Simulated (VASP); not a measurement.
The system is MgSc2C2.

```
Mg Sc C
1.0
    -2.01554    2.55824    3.89535
     2.01554   -2.55824    3.89535
     2.01554    2.55824   -3.89535
Mg Sc C
1 2 2
Direct
  0.00000 0.00000 0.00000
  0.29828 0.79828 0.50000
  0.70172 0.20172 0.50000
  0.73279 0.50000 0.23279
  0.26721 0.50000 0.76721
```

- Program: VASP 6.6.1
- Task: relaxation of cell and atoms
- Functional: PBE
- Potentials or basis: VASP PAW PBE potentials, release 64 (Mg, Sc_sv, C)
- Cutoff: 600 eV
- k mesh: 6 × 6 × 6
- Occupations: gaussian, width 0.1 eV
- Spin: no spin polarisation

At the start: pressure -17.5 GPa; volume 16.07 Å³/atom.

Problem. How do energy, volume and symmetry change on relaxing?

Solution. Over 16 steps the energy falls by 574.0 meV/atom and the volume is 13.45 Å³/atom (-16.3 %); space group Immm (No. 71, to 0.05 Å).

The path:
| step | energy change (eV) | largest force (eV/Å) | pressure (GPa) | volume (Å³) |
| --- | --- | --- | --- | --- |
| 1 | 0.0000 | 0.9061 | -17.49 | 80.34 |
| 2 | -1.6022 | 1.3118 | 5.77 | 61.39 |
| 3 | -1.6209 | 1.2570 | 2.55 | 62.76 |
| 4 | -1.8280 | 0.9825 | 1.77 | 62.96 |
| 5 | -1.9011 | 0.7220 | 2.24 | 63.11 |
| 6 | -2.1497 | 1.2726 | -0.46 | 64.48 |
| 7 | -2.5567 | 1.4643 | 0.08 | 68.50 |
| 8 | -2.5614 | 1.2049 | -1.99 | 67.16 |
| 9 | -2.5900 | 1.3338 | -1.40 | 67.75 |
| 10 | -2.6936 | 1.6319 | 1.38 | 68.05 |
| 11 | -2.6994 | 1.2460 | 0.63 | 68.01 |
| 12 | -2.8447 | 0.2445 | -2.03 | 68.45 |
| 13 | -2.8529 | 0.2990 | -2.63 | 68.56 |
| 14 | -2.8692 | 0.0366 | 0.11 | 67.16 |
| 15 | -2.8693 | 0.0219 | -0.14 | 67.28 |
| 16 | -2.8700 | 0.0070 | -0.10 | 67.23 |

Final structure:
```xyz
5
Lattice="-1.6615 2.4415 4.1430 1.6615 -2.4415 4.1430 1.6615 2.4415 -4.1430" Properties=species:S:1:pos:R:3 pbc="T T T"
Mg    1.6615    2.4415   -4.1430
Sc    1.6615    0.0000    2.5613
Sc    0.0000    2.4415    1.5816
C     0.0000    0.7392    4.1430
C     1.6615    1.7024    0.0000
```

Caveat: the volume moved by over 15 % at a fixed basis, so the end points are rough.
